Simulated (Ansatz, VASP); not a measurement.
BN in VASP and in Ansatz

```
B N
1.0
     2.30596    0.00000    0.00000
    -1.15298    2.15498    0.00000
     0.00000    0.00000    6.73365
B N
2 2
Direct
  0.33333 0.66667 0.25000
  0.66667 0.33333 0.75000
  0.33333 0.66667 0.75000
  0.66667 0.33333 0.25000
```

Change from the starting cell: normal strain along x -0.0733, normal strain along z +0.0367.

Alike in both runs: task relaxation of the atoms; functional LDA; k mesh 12 × 12 × 4; occupations gaussian, width 0.05 eV; no spin polarisation.

|  | VASP | Ansatz |
| --- | --- | --- |
| version | VASP 6.6.1 | Ansatz 0.2.0 |
| potentials or method | VASP PAW LDA potentials, release 64 (B, N), cutoff 520 eV | scalar-relativistic, plane waves, PAW |
| valence electrons in the cell | 16 | 16 |

```csv
,VASP,Ansatz,Ansatz less VASP
"gap on the k mesh at the Fermi level, each at its own relaxed structure (eV)",3.68,3.85,+0.167
```

Ansatz warns that its potentials were made for another functional, while VASP's fit it. LDA's correlation is that of Perdew and Zunger in VASP and of Perdew and Wang (1992) in Ansatz. Ansatz's warnings: stress scf threshold loose.
